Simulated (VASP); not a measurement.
**Ir: single point with PBEsol**

The system is Ir.

```
CELL_PARAMETERS angstrom
4.31611 0.00000 0.00000
-2.15805 3.73786 0.00000
0.00000 0.00000 2.69361
ATOMIC_POSITIONS crystal
Ir 0.00000 0.00000 0.00000
Ir 0.33333 0.66667 0.50000
Ir 0.66667 0.33333 0.50000
```

This isn't the form of Ir at room conditions, which is fcc.

```json
{
  "Program": "VASP 6.6.1",
  "Task": "single point",
  "Functional": "PBEsol",
  "Potentials or basis": "VASP PAW PBE potentials, release 64 (Ir)",
  "Cutoff": "520 eV",
  "k mesh": "6 × 6 × 6",
  "Occupations": "gaussian, width 0.1 eV",
  "Spin": "no spin polarisation"
}
```

The pressure is 1.0 GPa. The band gap on the k mesh is zero (an odd number of electrons rules out a gap without spin polarisation).

Stress tensor (GPa, compression positive):
```
1.22 0.00 0.00
0.00 1.22 0.00
0.00 0.00 0.63
```

Levels at points of the mesh, in eV from the Fermi level:
| k point | band 11 | band 12 | band 13 | band 14 | band 15 | band 16 | band 17 | band 18 |
| --- | --- | --- | --- | --- | --- | --- | --- | --- |
| (0.00, 0.00, 0.00) | -2.15 | -2.15 | -2.06 | -2.06 | 1.25 | 1.25 | 6.26 | 7.61 |
| (0.50, 0.00, 0.00) | -1.83 | -0.51 | -0.20 | 0.26 | 0.28 | 0.33 | 0.48 | 1.31 |
| (0.00, 0.00, 0.50) | 0.10 | 0.10 | 0.75 | 0.75 | 2.16 | 2.86 | 3.13 | 8.15 |
| (0.50, 0.00, 0.50) | -1.68 | -0.47 | 0.42 | 0.77 | 1.71 | 2.04 | 3.37 | 6.32 |

Wall time 28 s on 1 thread of Intel Xeon 8259CL, on a shared host, peak memory 0.17 GiB.

Caveat: the k points lie up to 0.39 Å⁻¹ apart, too coarse for converged energies and pressures of a metal; the PAW data sets were made with another functional, which shifts forces and pressure a little; spin-orbit coupling is left out, which moves the levels of the heavy elements.
